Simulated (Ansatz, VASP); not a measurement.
## Al in VASP and in Ansatz

INCAR

```
SYSTEM = Al
PREC     = Accurate       ! precision mode
ENCUT    = 520            ! plane-wave cutoff, eV
EDIFF    = 1E-7           ! SCF threshold, eV
ISMEAR   = 0              ! smearing method
SIGMA    = 0.15           ! smearing width, eV
LREAL    = .FALSE.        ! projectors in reciprocal space
LASPH    = .TRUE.         ! aspherical terms in the spheres
NELM     = 80             ! most SCF steps
ALGO     = Normal         ! electronic algorithm
ISIF     = 2              ! what is computed and relaxed
LWAVE    = .FALSE.        ! write WAVECAR
LCHARG   = .FALSE.        ! write CHGCAR
GGA      = PE             ! functional
NBANDS   = 8              ! bands
```

Contents of KPOINTS:

```
Automatic mesh
0
G
  20 20 20
  0 0 0
```

POSCAR

```
Al
1.0
    0.0000000000      1.9632606000      2.0543397000
    1.9632606000      0.0000000000      2.0543397000
    1.9632606000      1.9632606000      0.0000000000
Al
1
Direct
    0.0000000000      0.0000000000      0.0000000000
```

Input for Ansatz:

```yaml
crystal:
  lattice:
    - [0.0, 1.9632606, 2.0543397]
    - [1.9632606, 0.0, 2.0543397]
    - [1.9632606, 1.9632606, 0.0]
  atoms:
    - { symbol: Al, position: [0.0, 0.0, 0.0] }
basis:
  ecutwfc: 420
kpoints:
  mp_grid: { grid: [20, 20, 20] }
hamiltonian:
  xc: pbe
scf:
  occupations: { method: gaussian, width: 0.15 }
output:
  forces: true
  stress: true
  eigenvalues: true
```

Change from the starting cell: strain -0.030 along x and y, +0.015 along z, atoms carried along.

Alike in both runs: task single point; functional PBE; k mesh 20 × 20 × 20; occupations gaussian, width 0.15 eV; no spin polarisation.

```csv
,VASP,Ansatz
version,VASP 6.6.1,Ansatz 0.2.0
potentials or method,"VASP PAW PBE potentials, release 64 (Al), cutoff 520 eV","scalar-relativistic, plane waves, PAW"
valence electrons in the cell,3,3
```

```csv
,VASP,Ansatz,Ansatz less VASP
gap on the k mesh at the Fermi level (eV),none,none,-
pressure (GPa),3.5,3.6,+0.04
"traceless stress, the component that is largest in VASP (GPa)",-1.97,-1.98,-0.003
```

A gap of «none» marks a metal or a gap that the smearing closes.
